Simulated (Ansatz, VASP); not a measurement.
# Two plane-wave programs on InB5

```
In B
1.0
     0.00000    3.09884    3.09884
     3.09884    0.00000    3.09884
     3.09884    3.09884    0.00000
In B
1 5
Direct
  0.00000 0.00000 0.00000
  0.25000 0.25000 0.25000
  0.19008 0.60331 0.60331
  0.60331 0.60331 0.60331
  0.60331 0.60331 0.19008
  0.60331 0.19008 0.60331
```

Change from the starting cell: species swapped into the ZrNi5 type (F-43m, No. 216).

Alike in both runs: functional PBE; k mesh 4 × 4 × 4; occupations gaussian, width 0.1 eV; no spin polarisation.

Ansatz relaxed the structure, and its values are those at the end. VASP's run is a single point on that final structure, the one shown.

|  | VASP | Ansatz |
| --- | --- | --- |
| version | VASP 6.6.1 | Ansatz 0.2.0 |
| potentials or method | VASP PAW PBE potentials, release 64 (In_d, B), cutoff 500 eV | scalar-relativistic, plane waves, PAW |
| valence electrons in the cell | 28 | 28 |

|  | VASP | Ansatz | Ansatz less VASP |
| --- | --- | --- | --- |
| gap on the k mesh at the Fermi level (eV) | none | none | - |
| pressure (GPa) | -0.1 | -0.2 | -0.06 |
| rms of the force components (eV/Å) | 0.001 | 0.006 | +0.0045 |

A gap of «none» marks a metal or a gap that the smearing closes.

The k mesh is coarse, so the values compare programs but aren't converged.
